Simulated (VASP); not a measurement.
Runs of VASP 6.6.1 on SnO (Romarchite). The structure is that of space group P4/nmm (No. 129), or close to it. The cells are those of the table. 

```tsv
cell	gap on the mesh (eV)	pressure (GPa)	largest force (eV/Å)
a = 3.865, b = 3.865, c = 4.925 Å, 4 atoms	0.26	0.0	0.10
a = 3.694, b = 3.694, c = 4.708 Å, 4 atoms	none	15.5	2.01
a = 3.897, b = 3.897, c = 4.967 Å, 4 atoms	0.34	-2.0	0.42
a = 3.832, b = 3.832, c = 4.883 Å, 4 atoms	0.17	(b)	0.24
a = 3.799, b = 3.799, c = 4.841 Å, 4 atoms	-	5.0	0.62
a = 3.765, b = 3.765, c = 4.797 Å, 4 atoms	none	8.0	(a)
a = 3.730, b = 3.730, c = 4.753 Å, 4 atoms	none	11.5	(c)
```

Alike in all rows: task single point; level PBE; potentials or basis VASP PAW PBE potentials, release 64 (Sn_d, O); no spin polarisation; k mesh 6 × 6 × 4; cutoff (eV) 520; smearing fermi-dirac 0.1 eV.

Question: Estimate the missing entries.

Answer: (a) 1.04; (b) 2.3; (c) 1.50.

Caveats: spin-orbit coupling is left out, which moves the levels of the heavy elements; forces of over 1 eV/Å act on the atoms, so gaps and moduli don't describe the material at rest (some runs).

A k mesh can miss the band edges, and the runs leave out spin-orbit coupling on Sn.

A gap of «none» marks levels without a gap at the run's occupations.
